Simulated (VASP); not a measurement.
A run of VASP 6.6.1 is set up as follows.

File POSCAR:

```
SiMo3
1.0
    4.8849536208      0.0000000000      0.0000000000
    0.0000000000      4.8849536208      0.0000000000
    0.0000000000      0.0000000000      4.8849536208
Si Mo
2 6
Direct
    0.5000000000      0.5000000000      0.5000000000
    0.0000000000      0.0000000000      0.0000000000
    0.0000000000      0.5000000000      0.2500000000
    0.0000000000      0.5000000000      0.7500000000
    0.5000000000      0.7500000000      0.0000000000
    0.5000000000      0.2500000000      0.0000000000
    0.7500000000      0.0000000000      0.5000000000
    0.2500000000      0.0000000000      0.5000000000
```

The input INCAR.step1:

```
PREC = Accurate ; ENCUT = 520
ISMEAR = 0 ; SIGMA = 0.1
LREAL = False ; LASPH = True
NELM = 100 ; NBANDS = 56
GGA = PE ; ALGO = Normal
EDIFF = 1E-4 ; LWAVE = True
LCHARG = False
```

INCAR.step2

```
PREC = Accurate ; ENCUT = 520
EDIFF = 1E-6 ; ISMEAR = 0
SIGMA = 0.1 ; LREAL = False
LASPH = True ; NELM = 100
ALGO = Normal ; ISIF = 2
LWAVE = False ; LCHARG = False
METAGGA = R2SCAN ; LMIXTAU = True
NBANDS = 56 ; ISTART = 1
```

The input KPOINTS:

```
regular mesh
0
Gamma
  8 8 8
```

Potentials or basis: VASP PAW PBE potentials, release 64 (Si, Mo_sv).

Command:

```bash
$ cat potpaw_PBE.64/Si/POTCAR potpaw_PBE.64/Mo_sv/POTCAR > POTCAR
$ cp INCAR.step1 INCAR
$ mpirun -np 1 vasp_std > vasp.out
$ cp INCAR.step2 INCAR
$ mpirun -np 1 vasp_std > vasp.out
```

Problem. Estimate the band gap on the k mesh.

Solution. Zero (bands 46 and 47 overlap by 2.67 eV).

Problem. Estimate the pressure.

Solution. 1.0 GPa.

Caveat: the PAW data sets were made with another functional, which shifts forces and pressure a little.
